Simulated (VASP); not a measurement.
Set up this calculation in VASP 6.6.1, as the native input.

| Quantity | Value |
| --- | --- |
| Task | single point |
| Functional | PBE |
| Potentials or basis | VASP PAW PBE potentials, release 64 (Si, N) |
| Cutoff | 520 eV |
| k mesh | 2 × 2 × 2 |
| Occupations | fermi-dirac, width 0.05 eV |
| Spin | collinear spin, ferromagnetic start |
| Starting moments | [0.0, 0.0, 0.0, 0.0, 0.0, 0.0, 0.0, 0.0, 0.0, 0.0, 0.0, 0.0, 0.0, 0.0, 0.0, 0.0, 1.0] μB |
| Dipole correction | no |
| Further INCAR settings | LREAL = Auto; ALGO = Normal; EDIFF = 1e-06; NBANDS = 52 |

The structure of Si16N (a cell with a defect) lies in POSCAR:

```
Si16N
1.0
    0.0000000000      5.4300000000      5.4300000000
    5.4300000000      0.0000000000      5.4300000000
    5.4300000000      5.4300000000      0.0000000000
Si N
16 1
Direct
    0.0125541520      0.0295154667     -0.0261647785
    0.1371035260      0.1436916258      0.1093640991
    0.0129145458      0.0303049456      0.4835324101
    0.1431746798      0.1576347552      0.5999360920
    0.0073330152      0.5175173402     -0.0130226575
    0.1257720334      0.6548020865      0.1051224963
   -0.0068448188      0.5550408448      0.4762107837
    0.1267408084      0.6555787231      0.6131989345
    0.5104660159      0.0162750745     -0.0143646475
    0.6402085655      0.1296083116      0.1174628870
    0.5396106977     -0.0080368008      0.4846114865
    0.6404574913      0.1323685370      0.6106183383
    0.4900682409      0.4957559651      0.0300001607
    0.6336966429      0.6420951320      0.1110469803
    0.4910456397      0.4985760190      0.4824183850
    0.6380823011      0.5008872007      0.6808310985
    0.7141699634      0.7244073729      0.5331719314
```

The input as run:

INCAR

```
  PREC = Accurate
  ENCUT = 520
  EDIFF = 1E-6
  ISMEAR = -1
  SIGMA = 0.05
  LREAL = Auto
  LASPH = T
  NELM = 150
  ALGO = Normal
  ISIF = 2
  LWAVE = F
  LCHARG = F
  ISPIN = 2
  MAGMOM = 0 0 0 0 0 0 0 0 0 0 0 0 0 0 0 0 1
  LORBIT = 11
  GGA = PE
  NBANDS = 52
```

KPOINTS

```
regular mesh
0
Gamma
  2 2 2
```

Potentials or basis: VASP PAW PBE potentials, release 64 (Si, N).

Launch:

```bash
$ cat potpaw_PBE.64/Si/POTCAR potpaw_PBE.64/N/POTCAR > POTCAR
$ mpirun -np 1 vasp_std > vasp.out
```

It gave:

```
Pressure                                              : 3.9 GPa
Largest force                                         : 0.099 eV/Å
Net moment                                            : 0.00 μB per cell
Valence electrons inside the program's atomic spheres : Si 1.70, 1.64, 1.71, 1.63, 1.69, 1.67, 1.72, 1.73 (each value once); N 3.84
```

Caveat: the k points lie up to 0.50 Å⁻¹ apart.

Wall time 6.8 min on 1 thread of Intel(R) Xeon(R) 6975P-C (Granite Rapids), on a shared host, peak memory 0.71 GiB.
